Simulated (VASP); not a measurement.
## Na4F: single point with PBE

The system is Na4F.

```
Na F
1.0
    -3.18411    3.18411    3.18411
     3.18411   -3.18411    3.18411
     3.18411    3.18411   -3.18411
Na F
4 1
Cartesian
  1.5921 1.5921 1.5921
  1.5921 1.5921 -1.5921
  1.5921 -1.5921 1.5921
  -1.5921 1.5921 1.5921
  0.0000 0.0000 0.0000
```

The cell was built from a structure type or drawn by symmetry, and may not be a known phase.

* Program: VASP 6.6.1
* Task: single point
* Functional: PBE
* Potentials or basis: VASP PAW PBE potentials, release 64 (Na_pv, F)
* Cutoff: 520 eV
* k mesh: 4 × 4 × 4
* Occupations: gaussian, width 0.1 eV
* Spin: collinear spin
* Starting moments: [0.0, 0.0, 0.0, 0.0, 1.0] μB

```json
{"Pressure": "-0.1 GPa", "Net moment": "-0.29 μB per cell", "Valence electrons inside the program's atomic spheres": "Na 6.06; F 6.04"}
```

Levels at points of the mesh, in eV from the Fermi level:
Spin up:
| k point | band 15 | band 16 | band 17 | band 18 | band 19 | band 20 |
| --- | --- | --- | --- | --- | --- | --- |
| (0.00, 0.00, 0.00) | -4.98 | -4.98 | -2.97 | 3.41 | 3.41 | 3.47 |
| (0.50, 0.00, 0.00) | -5.03 | -4.99 | -1.01 | -0.85 | 2.16 | 2.27 |
| (0.50, 0.50, 0.50) | -5.09 | -5.09 | 0.03 | 0.03 | 1.24 | 1.24 |
Spin down:
```tsv
k point	band 16	band 17	band 18	band 19	band 20	band 21
(0.00, 0.00, 0.00)	-4.99	-3.11	3.20	3.20	3.29	3.29
(0.50, 0.00, 0.00)	-5.00	-1.18	-0.99	1.97	2.13	3.00
(0.50, 0.50, 0.50)	-5.11	-0.17	-0.17	1.13	1.13	1.13
```

Run time: 91 s on 1 thread of Intel Xeon 8259CL (shared host), peak memory 0.31 GiB.
